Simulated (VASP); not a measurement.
Input of a VASP 6.6.1 run:

The input INCAR:

```
SYSTEM = Mo
PREC = Accurate ; ENCUT = 600
EDIFF = 1E-6 ; ISMEAR = 0
SIGMA = 0.1 ; LREAL = .FALSE.
LASPH = .TRUE. ; NELM = 60
ALGO = Normal ; ISIF = 3
LWAVE = .FALSE. ; LCHARG = .FALSE.
GGA = PE ; IBRION = 2
NSW = 100 ; EDIFFG = -0.002
```

The input KPOINTS:

```
regular mesh
0
G
  18 18 18
  0 0 0
```

Contents of POSCAR:

```
Mo
1.0
   -1.5838089700      1.5838089700      1.5838089700
    1.5838089700     -1.5838089700      1.5838089700
    1.5838089700      1.5838089700     -1.5838089700
Mo
1
Direct
    0.0000000000      0.0000000000      0.0000000000
```

Potentials or basis: VASP PAW PBE potentials, release 64 (Mo_sv).

The run is started by

```console
$ cat potpaw_PBE.64/Mo_sv/POTCAR > POTCAR
$ mpirun -np 1 vasp_std > vasp.out
```

Estimate the band gap on the k mesh.

zero (band 7 reaches 16.33 eV, above the bottom of band 8 at 11.07 eV).

What does it give for the relaxed cell?

a = 2.738 Å, b = 2.738 Å, c = 2.738 Å, α = 109.47°, β = 109.47°, γ = 109.47°.

Step by step:
```tsv
step	energy change (eV)	largest force (eV/Å)	pressure (GPa)	volume (Å³)
1	0.0000	0.0000	-1.35	15.89
2	0.0022	0.0000	3.81	15.59
3	-0.0004	0.0000	0.00	15.81
```
